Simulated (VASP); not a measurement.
# InP (F-43m) in VASP: further runs, part 2 of 2

VASP 6.6.1.

**3. Single point, LDA**

This run uses another cell than the first one, of 24.73 Å³/atom.

The input, INCAR:

```
PREC = Accurate
ENCUT = 500
EDIFF = 1E-6
ISMEAR = 0
SIGMA = 0.02
LREAL = False
LASPH = True
NELM = 120
ALGO = Normal
ISIF = 2
LWAVE = False
LCHARG = False
NBANDS = 16
GGA_COMPAT = False
```

The input, KPOINTS:

```
Automatic mesh
0
Gamma
  10 10 10
```

The input, POSCAR:

```
InP
1.0
    0.0000000000      2.9134252615      2.9134252615
    2.9134252615      0.0000000000      2.9134252615
    2.9134252615      2.9134252615      0.0000000000
In P
1 1
Direct
    0.0000000000      0.0000000000      0.0000000000
    0.2500000000      0.2500000000      0.2500000000
```

Potentials or basis: VASP PAW LDA potentials, release 64 (In_d, P).

Launch:

```console
$ cat potpaw_LDA.64/In_d/POTCAR potpaw_LDA.64/P/POTCAR > POTCAR
$ mpirun -np 1 vasp_std > vasp.out
```

OUTCAR:

```text
PREC = Accurate
   ENCUT = 500
   EDIFF = 1E-6
   ISMEAR = 0
   LREAL = False
   LASPH = True
   NELM = 120
   ISIF = 2

 ion  position               nearest neighbor table
   1  0.000  0.000  0.000-   2 2.52   2 2.52   2 2.52   2 2.52
   2  0.250  0.250  0.250-   1 2.52   1 2.52   1 2.52   1 2.52

  LATTYP: Found a face centered cubic cell.
 ALAT       =     5.8268505230

  Lattice vectors:

 A1 = (   0.0000000000,   2.9134252615,   2.9134252615)
 A2 = (   2.9134252615,   0.0000000000,   2.9134252615)
 A3 = (   2.9134252615,   2.9134252615,   0.0000000000)

Analysis of symmetry for initial positions (statically):
=====================================================================
 Subroutine PRICEL returns:
 Original cell was already a primitive cell.

 Routine SETGRP: Setting up the symmetry group for a
 face centered cubic supercell.

 Subroutine GETGRP returns: Found 24 space group operations
 (whereof 24 operations were pure point group operations)
 out of a pool of 48 trial point group operations.

The static configuration has the point symmetry T_d .

Analysis of symmetry for dynamics (positions and initial velocities):
=====================================================================
 Subroutine PRICEL returns:
 Original cell was already a primitive cell.

 Routine SETGRP: Setting up the symmetry group for a
 face centered cubic supercell.

 Subroutine GETGRP returns: Found 24 space group operations
 (whereof 24 operations were pure point group operations)
 out of a pool of 48 trial point group operations.

The dynamic configuration has the point symmetry T_d .

 Subroutine INISYM returns: Found 24 space group operations
 (whereof 24 operations are pure point group operations),
 and found     1 'primitive' translations

----------------------------------------------------------------------------------------

                                     Primitive cell

  volume of cell :      49.4586

  direct lattice vectors                    reciprocal lattice vectors
     0.000000000  2.913425262  2.913425262    -0.171619299  0.171619299  0.171619299
     2.913425262  0.000000000  2.913425262     0.171619299 -0.171619299  0.171619299
     2.913425262  2.913425262  0.000000000     0.171619299  0.171619299 -0.171619299

  length of vectors
     4.120205518  4.120205518  4.120205518     0.297253345  0.297253345  0.297253345

  position of ions in fractional coordinates (direct lattice)
     0.000000000  0.000000000  0.000000000
     0.250000000  0.250000000  0.250000000

  ion indices of the primitive-cell ions
   primitive index   ion index
                 1           1
                 2           2

----------------------------------------------------------------------------------------

 KPOINTS: Automatic mesh

Automatic generation of k-mesh.
 Grid dimensions read from file:
 generate k-points for:   10   10   10

 Generating k-lattice:

  Cartesian coordinates                     Fractional coordinates (reciprocal lattice)
    -0.017161930  0.017161930  0.017161930     0.100000000  0.000000000  0.000000000
     0.017161930 -0.017161930  0.017161930     0.000000000  0.100000000  0.000000000
     0.017161930  0.017161930 -0.017161930     0.000000000  0.000000000  0.100000000

  Length of vectors
     0.029725334  0.029725334  0.029725334

  Shift w.r.t. Gamma in fractional coordinates (k-lattice)
     0.000000000  0.000000000  0.000000000

 Subroutine IBZKPT returns following result:
 ===========================================

 Found     47 irreducible k-points:

 Following reciprocal coordinates:
            Coordinates               Weight
  0.000000  0.000000  0.000000      1.000000
  0.100000  0.000000  0.000000      8.000000
  0.200000  0.000000  0.000000      8.000000
  0.300000  0.000000  0.000000      8.000000
  0.400000  0.000000  0.000000      8.000000
  0.500000  0.000000  0.000000      4.000000
[... 16 lines left out ...]
  0.300000  0.300000  0.000000      6.000000
  0.400000  0.300000  0.000000     24.000000
 [... further k-points ...]
   k-points           NKPTS =     47   k-points in BZ     NKDIM =     47   number of bands    NBANDS=     16
   number of dos      NEDOS =    301   number of ions     NIONS =      2
   total plane-waves  NPLWV =  27000
   dimension x,y,z NGX =    30 NGY =   30 NGZ =   30
   dimension x,y,z NGXF=    60 NGYF=   60 NGZF=   60
   ions per type =               1   1
   NGX,Y,Z   is equivalent  to a cutoff of  12.10, 12.10, 12.10 a.u.
   NGXF,Y,Z  is equivalent  to a cutoff of  24.21, 24.21, 24.21 a.u.
 SYSTEM =  unknown system
   PREC   = accura    normal or accurate (medium, high low for compatibility)
   ISTART =      0    job   : 0-new  1-cont  2-samecut
   ICHARG =      2    charge: 1-file 2-atom 10-const
   ISPIN  =      1    spin polarized calculation?
   LNONCOLLINEAR =      F non collinear calculations
   LSORBIT =      F    spin-orbit coupling
   LASPH  =      T    aspherical Exc in radial PAW
   ENCUT  =  500.0 eV  36.75 Ry    6.06 a.u.   7.51  7.51  7.51*2*pi/ulx,y,z
   NELM   =    120;   NELMIN=  2; NELMDL= -5     # of ELM steps
   EDIFF  = 0.1E-05   stopping-criterion for ELM
   LREAL  =      F    real-space projection
   EDIFFG = 0.1E-04   stopping-criterion for IOM
   NSW    =      0    number of steps for IOM
   IBRION =     -1    ionic relax: 0-MD 1-quasi-New 2-CG
   NFREE  =      0    steps in history (QN), initial steepest desc. (CG)
   ISIF   =      2    stress and relaxation
   ISYM   =      2    0-nonsym 1-usesym 2-fastsym
   POTIM  = 0.5000    time-step for ionic-motion
   TEBEG  =    0.0;   TEEND  =   0.0 temperature during run
   PSTRESS=    0.0 pullay stress
   NELECT =      18.0000    total number of electrons
   NUPDOWN=      -1.0000    fix difference up-down
   EMIN   =  10.00;   EMAX   =-10.00  energy-range for DOS
   EFERMI =   0.00;   METHOD = LEGACY
   ISMEAR =     0;   SIGMA  =   0.02  broadening in eV -4-tet -1-fermi 0-gaus
   EFERMI_NEDOS =   21; number of points for ismear=-14 and -15
   IALGO  =     38    algorithm
   IMIX   =      4    mixing-type and parameters
     AMIX     =   0.40;   BMIX     =  1.00
     AMIX_MAG =   1.60;   BMIX_MAG =  1.00
  volume/ion in A,a.u.               =      24.73       166.88
  Fermi-wavevector in a.u.,A,eV,Ry     =   1.168831  2.208771 18.587821  1.366166
  Thomas-Fermi vector in A             =   2.305312
   LORBIT       =      0    0 simple, 1 ext, 2 COOP (PROOUT), +10 PAW based schemes
   GGA     = CA    functional components
   LHFCALC =     F    Hartree Fock is set to
   AEXX    =    0.0000 exact exchange contribution
   IVDW    =     0    specifies the selected vdW correction
   LEPSILON=     F    determine dielectric tensor
   LRPA    =     F    only Hartree local field effects (RPA)
 non-spin polarized calculation
 Gauss-broadening in eV      SIGMA  =   0.02
  energy-cutoff  :      500.00
  volume of cell :       49.46
 maximum number of plane-waves:      1279
   NGX = 15   NGY = 15   NGZ = 15

 number of electron      18.0000011 magnetization

 Free energy of the ion-electron system (eV)
  ---------------------------------------------------
  ext. energy  EPLUGINS =         0.00000000
  ---------------------------------------------------
  free energy    TOTEN  =        -9.67415595 eV

  energy without entropy =       -9.67415595  energy(sigma->0) =       -9.67415595

 E-fermi :   5.3053     XC(G=0):  -9.6867

 val. band max:        5.2036372777   @ k =   0.0000   0.0000   0.0000
 cond. band min:       5.8096700715   @ k =   0.0000   0.0000   0.0000
 fundamental gap:      0.6060327938
 Fermi energy:         5.3052687902

 k-point     1 :       0.0000    0.0000    0.0000
  band No.  band energies     occupation
      1      -9.0203      2.00000
      2      -9.0203      2.00000
      3      -9.0203      2.00000
      4      -8.8563      2.00000
      5      -8.8563      2.00000
      6      -6.4637      2.00000
[... 8 lines left out ...]
     15      14.6831      0.00000
     16      14.6831      0.00000
[... 419 lines left out ...]
 k-point    24 :       0.4000    0.3000    0.0000
  band No.  band energies     occupation
      1      -9.1788      2.00000
      2      -8.9382      2.00000
      3      -8.9344      2.00000
      4      -8.8955      2.00000
      5      -8.8276      2.00000
      6      -4.7215      2.00000
[... 8 lines left out ...]
     15      15.8392      0.00000
     16      17.9083      0.00000

 [... further k-points ...]

------------------------ aborting loop because EDIFF is reached ----------------------------------------

  FORCE on cell =-STRESS in cart. coord.  units (eV):
  Direction    XX          YY          ZZ          XY          YZ          ZX
  --------------------------------------------------------------------------------------
  -------------------------------------------------------------------------------------
  Total        0.0058712      0.0058712      0.0058712      0.0000000     -0.0000000     -0.0000000
  in kB        0.1901946      0.1901946      0.1901946      0.0000000     -0.0000000     -0.0000000
  external PRESSURE =       0.1901946 kB  Pullay stress =       0.0000000 kB

 VOLUME and BASIS-vectors are now :
 -----------------------------------------------------------------------------
  energy-cutoff  :      500.00
  volume of cell :       49.46
      direct lattice vectors                 reciprocal lattice vectors
     0.000000000  2.913425262  2.913425262    -0.171619299  0.171619299  0.171619299
     2.913425262  0.000000000  2.913425262     0.171619299 -0.171619299  0.171619299
     2.913425262  2.913425262  0.000000000     0.171619299  0.171619299 -0.171619299

 POSITION                                       TOTAL-FORCE (eV/Angst)
 -----------------------------------------------------------------------------------
      0.00000      0.00000      0.00000         0.000000      0.000000      0.000000
      1.45671      1.45671      1.45671        -0.000000     -0.000000     -0.000000
 -----------------------------------------------------------------------------------
    total drift:                               -0.000000     -0.000000     -0.000000

  FREE ENERGIE OF THE ION-ELECTRON SYSTEM (eV)
  ---------------------------------------------------
  free  energy   TOTEN  =        -9.6741559519 eV

  energy  without entropy=       -9.6741559519  energy(sigma->0) =       -9.67415595
```

Wall time 54 s (1 thread of Intel Xeon 8259CL, shared host); peak memory 0.17 GiB.

What came out:

| Quantity | Value |
| --- | --- |
| Free energy | -9.6742 eV |
| Pressure | 0.0 GPa |
| Band gap on the k mesh | 0.61 eV |

Caveat: semilocal functionals underestimate gaps, and a narrow one can read as zero; spin-orbit coupling is left out, which moves the levels of the heavy elements.
